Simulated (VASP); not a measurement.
# Ti (P6_3/mmc) in VASP: notebook

The runs below take Ti through single point, with PBEsol, LDA.

Everything below comes from runs of VASP 6.6.1. Logs are shortened: lines on timing, memory, paths and dates and some standing lists are left out, and cuts for length are marked.

### Step 1. The cell of the first run

The structure is hexagonal, space group P6_3/mmc (No. 194). The conventional cell has a = 2.910 Å, b = 2.910 Å, c = 4.623 Å, α = 90.00°, β = 90.00°, γ = 120.00°. Within 3.8 Å of Ti (site symmetry -6m2) lie 12 Ti at 2.86 to 2.91 Å.

### Step 2. Single point, PBEsol (functional pbesol, volume scaled by 0.96)

The input, INCAR:

```
SYSTEM = Ti
  PREC = Accurate
  ENCUT = 520
  EDIFF = 1E-6
  ISMEAR = -1
  SIGMA = 0.05
  LREAL = .False.
  LASPH = .True.
  NELM = 80
  ALGO = Normal
  ISIF = 2
  LWAVE = .False.
  LCHARG = .True.
  GGA = PS
  LELF = .True.
  LVHAR = .True.
  NBANDS = 19
```

The input, KPOINTS:

```
Automatic mesh
0
Gamma
  14 14 8
  0 0 0
```

The input, POSCAR:

```
Ti
1.0
    2.9101281370      0.0000000000      0.0000000000
   -1.4550640685      2.5202448949      0.0000000000
    0.0000000000      0.0000000000      4.6226679121
Ti
2
Direct
    0.3333333333      0.6666666667      0.2500000000
    0.6666666667      0.3333333333      0.7500000000
```

Potentials or basis: VASP PAW PBE potentials, release 64 (Ti_sv).

Command:

```bash
> cat potpaw_PBE.64/Ti_sv/POTCAR > POTCAR
> mpirun -np 1 vasp_std > vasp.out
```

OUTCAR:

```text
SYSTEM = Ti
   PREC = Accurate
   ENCUT = 520
   EDIFF = 1E-6
   ISMEAR = -1
   LREAL = .False.
   LASPH = .True.
   NELM = 80
   ISIF = 2
   GGA = PS

 ion  position               nearest neighbor table
   1  0.333  0.667  0.250-   2 2.86   2 2.86   2 2.86   2 2.86   2 2.86   2 2.86
   2  0.667  0.333  0.750-   1 2.86   1 2.86   1 2.86   1 2.86   1 2.86   1 2.86

  LATTYP: Found a hexagonal cell.
 ALAT       =     2.9101281370
 C/A-ratio  =     1.5884757284

  Lattice vectors:

 A1 = (   2.9101281370,   0.0000000000,   0.0000000000)
 A2 = (  -1.4550640685,   2.5202448949,   0.0000000000)
 A3 = (   0.0000000000,   0.0000000000,   4.6226679121)

Analysis of symmetry for initial positions (statically):
=====================================================================
 Subroutine PRICEL returns:
 Original cell was already a primitive cell.

 Routine SETGRP: Setting up the symmetry group for a
 hexagonal supercell.

 Subroutine GETGRP returns: Found 24 space group operations
 (whereof 12 operations were pure point group operations)
 out of a pool of 24 trial point group operations.

The static configuration has the point symmetry D_3d.
 The point group associated with its full space group is D_6h.

Analysis of symmetry for dynamics (positions and initial velocities):
=====================================================================
 Subroutine PRICEL returns:
 Original cell was already a primitive cell.

 Routine SETGRP: Setting up the symmetry group for a
 hexagonal supercell.

 Subroutine GETGRP returns: Found 24 space group operations
 (whereof 12 operations were pure point group operations)
 out of a pool of 24 trial point group operations.

The dynamic configuration has the point symmetry D_3d.
 The point group associated with its full space group is D_6h.

 Subroutine INISYM returns: Found 24 space group operations
 (whereof 12 operations are pure point group operations),
 and found     1 'primitive' translations

----------------------------------------------------------------------------------------

                                     Primitive cell

  volume of cell :      33.9037

  direct lattice vectors                    reciprocal lattice vectors
     2.910128137  0.000000000  0.000000000     0.343627481  0.198393418  0.000000000
    -1.455064069  2.520244895  0.000000000     0.000000000  0.396786837  0.000000000
     0.000000000  0.000000000  4.622667912     0.000000000  0.000000000  0.216325295

[... 81 lines left out ...]
   ENCUT  =  520.0 eV  38.22 Ry    6.18 a.u.   5.41  5.41  8.60*2*pi/ulx,y,z
   NELM   =     80;   NELMIN=  2; NELMDL= -5     # of ELM steps
   EDIFF  = 0.1E-05   stopping-criterion for ELM
   LREAL  =      F    real-space projection
   EDIFFG = 0.1E-04   stopping-criterion for IOM
   NSW    =      0    number of steps for IOM
   IBRION =     -1    ionic relax: 0-MD 1-quasi-New 2-CG
   NFREE  =      0    steps in history (QN), initial steepest desc. (CG)
   ISIF   =      2    stress and relaxation
   ISYM   =      2    0-nonsym 1-usesym 2-fastsym
   POTIM  = 0.5000    time-step for ionic-motion
   TEBEG  =    0.0;   TEEND  =   0.0 temperature during run
   PSTRESS=    0.0 pullay stress
   NELECT =      24.0000    total number of electrons
   NUPDOWN=      -1.0000    fix difference up-down
   EMIN   =  10.00;   EMAX   =-10.00  energy-range for DOS
   EFERMI =   0.00;   METHOD = LEGACY
   ISMEAR =    -1;   SIGMA  =   0.05  broadening in eV -4-tet -1-fermi 0-gaus
   EFERMI_NEDOS =   21; number of points for ismear=-14 and -15
   IALGO  =     38    algorithm
   IMIX   =      4    mixing-type and parameters
     AMIX     =   0.40;   BMIX     =  1.00
     AMIX_MAG =   1.60;   BMIX_MAG =  1.00
  volume/ion in A,a.u.               =      16.95       114.40
  Fermi-wavevector in a.u.,A,eV,Ry     =   1.459025  2.757157 28.963455  2.128754
  Thomas-Fermi vector in A             =   2.575641
   LORBIT       =      0    0 simple, 1 ext, 2 COOP (PROOUT), +10 PAW based schemes
   GGA     = PS    functional components
   LHFCALC =     F    Hartree Fock is set to
   AEXX    =    0.0000 exact exchange contribution
   IVDW    =     0    specifies the selected vdW correction
   LEPSILON=     F    determine dielectric tensor
   LRPA    =     F    only Hartree local field effects (RPA)
 non-spin polarized calculation
  energy-cutoff  :      520.00
  volume of cell :       33.90
 maximum number of plane-waves:       935
 NGX is ok and might be reduce to    24
   NGX = 11   NGY = 11   NGZ = 17

 number of electron      23.9999999 magnetization

 Free energy of the ion-electron system (eV)
  ---------------------------------------------------
  ext. energy  EPLUGINS =         0.00000000
  ---------------------------------------------------
  free energy    TOTEN  =       -16.68437337 eV

  energy without entropy =      -16.66823148  energy(sigma->0) =      -16.67630242

 E-fermi :   8.4648     XC(G=0): -11.7519

 val. band max:        8.4439765491   @ k =   0.0000   0.0000   0.3750
 cond. band min:       8.4666529841   @ k =   0.2143   0.2143   0.5000
 fundamental gap:      0.0226764350
 Fermi energy:         8.4647892981

 k-point     1 :       0.0000    0.0000    0.0000
  band No.  band energies     occupation
      1     -48.1216      2.00000
      2     -47.9693      2.00000
      3     -24.8417      2.00000
      4     -24.1377      2.00000
      5     -24.1377      2.00000
      6     -24.0689      2.00000
[... 505 lines left out ...]
      6     -24.4042      2.00000
[... 11 lines left out ...]
     18      11.8640      0.00000
     19      14.3127      0.00000

 [... further k-points ...]

------------------------ aborting loop because EDIFF is reached ----------------------------------------

  FORCE on cell =-STRESS in cart. coord.  units (eV):
  Direction    XX          YY          ZZ          XY          YZ          ZX
  --------------------------------------------------------------------------------------
  -------------------------------------------------------------------------------------
  Total       -0.3434212     -0.3434212     -0.4424322     -0.0000000      0.0000000      0.0000000
  in kB      -16.2289394    -16.2289394    -20.9078672     -0.0000000      0.0000000      0.0000000
  external PRESSURE =     -17.7885820 kB  Pullay stress =       0.0000000 kB

 VOLUME and BASIS-vectors are now :
 -----------------------------------------------------------------------------
  energy-cutoff  :      520.00
  volume of cell :       33.90
      direct lattice vectors                 reciprocal lattice vectors
     2.910128137  0.000000000  0.000000000     0.343627481  0.198393418  0.000000000
    -1.455064069  2.520244895  0.000000000     0.000000000  0.396786837  0.000000000
     0.000000000  0.000000000  4.622667912     0.000000000  0.000000000  0.216325295

 POSITION                                       TOTAL-FORCE (eV/Angst)
 -----------------------------------------------------------------------------------
     -0.00000      1.68016      1.15567        -0.000000      0.000000      0.000000
      1.45506      0.84008      3.46700         0.000000      0.000000      0.000000
 -----------------------------------------------------------------------------------
    total drift:                               -0.000000      0.000000     -0.000000

  FREE ENERGIE OF THE ION-ELECTRON SYSTEM (eV)
  ---------------------------------------------------
  free  energy   TOTEN  =       -16.6843733666 eV

  energy  without entropy=      -16.6682314786  energy(sigma->0) =      -16.67630242
```

stdout:

```text
POSCAR found type information on POSCAR Ti
 POSCAR found :  1 types and       2 ions
 scaLAPACK will be used
 -----------------------------------------------------------------------------
|                                                                             |
|                                                                             |
|     You enforced a specific xc type in the INCAR file but a different       |
|     I HOPE YOU KNOW WHAT YOU ARE DOING!                                     |
|                                                                             |
 -----------------------------------------------------------------------------

 LDA part: xc-table for (Slater+PW92), standard interpolation
 POSCAR, INCAR and KPOINTS ok, starting setup
 FFT: planning ... GRIDC
 FFT: planning ... GRID_SOFT
 FFT: planning ... GRID
 WAVECAR not read
 entering main loop
```

Run time: 49 s. Hardware: 1 thread of Intel Xeon Platinum 8488C (Sapphire Rapids), shared host; peak memory 0.19 GiB.

What came out:

```
Free energy            : -16.6844 eV
Pressure               : -1.8 GPa
Band gap on the k mesh : zero (band 12 reaches 9.26 eV, above the bottom of band 13 at 8.21 eV)
```

Stress tensor (GPa, compression positive):
```
-1.62  0.00  0.00
 0.00 -1.62  0.00
 0.00  0.00 -2.09
```

Caveat: the PAW data sets were made with another functional, which shifts forces and pressure a little.

(Continued in part 2 of 2.)
